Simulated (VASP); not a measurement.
**Na: relaxation of cell and atoms with PBEsol**

Na:

```xyz
1
Lattice="-2.0558 2.0558 2.0558 2.0558 -2.0558 2.0558 2.0558 2.0558 -2.0558" Properties=species:S:1:pos:R:3 pbc="T T T"
Na    0.0000    0.0000    0.0000
```

```
Program                : VASP 6.6.1
Task                   : relaxation of cell and atoms
Functional             : PBEsol
Potentials or basis    : VASP PAW PBE potentials, release 64 (Na_pv)
Cutoff                 : 600 eV
k mesh                 : 14 × 14 × 14
Occupations            : gaussian, width 0.1 eV
Spin                   : no spin polarisation
Dipole correction      : no
Further INCAR settings : ALGO = Normal; EDIFF = 1e-06; IBRION = 2; EDIFFG = -0.01; NSW = 80; ISIF = 3
```

| Property | Result |
| --- | --- |
| Relaxed volume | 36.18 Å³/atom |
| Relaxed cell | a = 3.609 Å, b = 3.609 Å, c = 3.609 Å, α = 109.47°, β = 109.47°, γ = 109.47° |
| Space group after relaxing (to 0.05 Å) | Im-3m (No. 229) |
| Energy gained by relaxing | 1.6 meV/atom |
| Ionic steps | 5 |
| Pressure after relaxing | 0.0 GPa |

The path:
| step | energy change (eV) | largest force (eV/Å) | pressure (GPa) | volume (Å³) |
| --- | --- | --- | --- | --- |
| 1 | 0.0000 | 0.0000 | 0.33 | 34.76 |
| 2 | -0.0007 | 0.0000 | 0.20 | 35.12 |
| 3 | -0.0009 | 0.0000 | 0.21 | 35.27 |
| 4 | -0.0013 | 0.0000 | 0.11 | 35.57 |
| 5 | -0.0016 | 0.0000 | 0.04 | 36.18 |

Final structure:
```cif
data_structure
_symmetry_space_group_name_H-M 'P 1'
_symmetry_Int_Tables_number 1
_cell_length_a 3.6087
_cell_length_b 3.6087
_cell_length_c 3.6087
_cell_angle_alpha 109.471
_cell_angle_beta 109.471
_cell_angle_gamma 109.471
_cell_volume 36.18
loop_
_atom_site_label
_atom_site_type_symbol
_atom_site_fract_x
_atom_site_fract_y
_atom_site_fract_z
_atom_site_occupancy
Na1 Na 0.00000 0.00000 0.00000 1
```

Levels at points of the mesh, in eV from the Fermi level:
```
           k point  band 1  band 2  band 3  band 4  band 5  band 6
(0.00, 0.00, 0.00)  -24.74  -24.74  -24.74   -3.30   11.92   11.92
(0.50, 0.00, 0.00)  -24.78  -24.75  -24.74    0.78    1.28    8.33
(0.50, 0.50, 0.50)  -24.77  -24.77  -24.77    4.58    4.58    5.00
```

Wall time 27 s on 1 thread of Intel(R) Xeon(R) 6975P-C (Granite Rapids), with other jobs on the host, peak memory 0.16 GiB.

Caveat: the PAW data sets were made with another functional, which shifts forces and pressure a little.
